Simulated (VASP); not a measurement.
Set up this calculation in VASP 6.6.1, as the native input.

```
Task                   : single point
Functional             : PBEsol
Potentials or basis    : VASP PAW PBE potentials, release 64 (Al, Ru_pv)
Cutoff                 : 520 eV
k mesh                 : 16 × 16 × 16
Occupations            : gaussian, width 0.15 eV
Spin                   : no spin polarisation
Dipole correction      : no
Further INCAR settings : ALGO = Fast; EDIFF = 1e-06; NBANDS = 16
```

The structure of AlRu lies in POSCAR:

```
AlRu
1.0
    2.9916000000      0.0000000000      0.0000000000
    0.0000000000      2.9916000000      0.0000000000
    0.0000000000      0.0000000000      2.9616840000
Al Ru
1 1
Direct
    0.0000000000      0.0000000000      0.0000000000
    0.5000000000      0.5000000000      0.5000000000
```

This cell differs from its parent crystal: strain -0.0100 x Voigt [0, 0, 1, 0, 0, 0].

One way to write it, as run:

INCAR

```
SYSTEM = AlRu
PREC = Accurate ; ENCUT = 520
EDIFF = 1E-6 ; ISMEAR = 0
SIGMA = 0.15 ; LREAL = .False.
LASPH = .True. ; NELM = 100
ALGO = Fast ; ISIF = 2
LWAVE = .False. ; LCHARG = .False.
GGA = PS ; NBANDS = 16
```

KPOINTS

```
Automatic mesh
0
Gamma
  16 16 16
  0 0 0
```

Potentials or basis: VASP PAW PBE potentials, release 64 (Al, Ru_pv).

Launch:

```console
$ cat potpaw_PBE.64/Al/POTCAR potpaw_PBE.64/Ru_pv/POTCAR > POTCAR
$ mpirun -np 1 vasp_std > vasp.out
```

It gave:

```yaml
Pressure: -1.1 GPa
Band_gap_on_the_k_mesh: zero (an odd number of electrons rules out a gap without spin polarisation)
```

Caveat: the cell differs from its parent crystal (strain -0.0100 x Voigt [0, 0, 1, 0, 0, 0]); the PAW data sets were made with another functional, which shifts forces and pressure a little.

Wall time 46 s on 1 thread of Intel(R) Xeon(R) 6975P-C (Granite Rapids), on a shared host, peak memory 0.27 GiB.
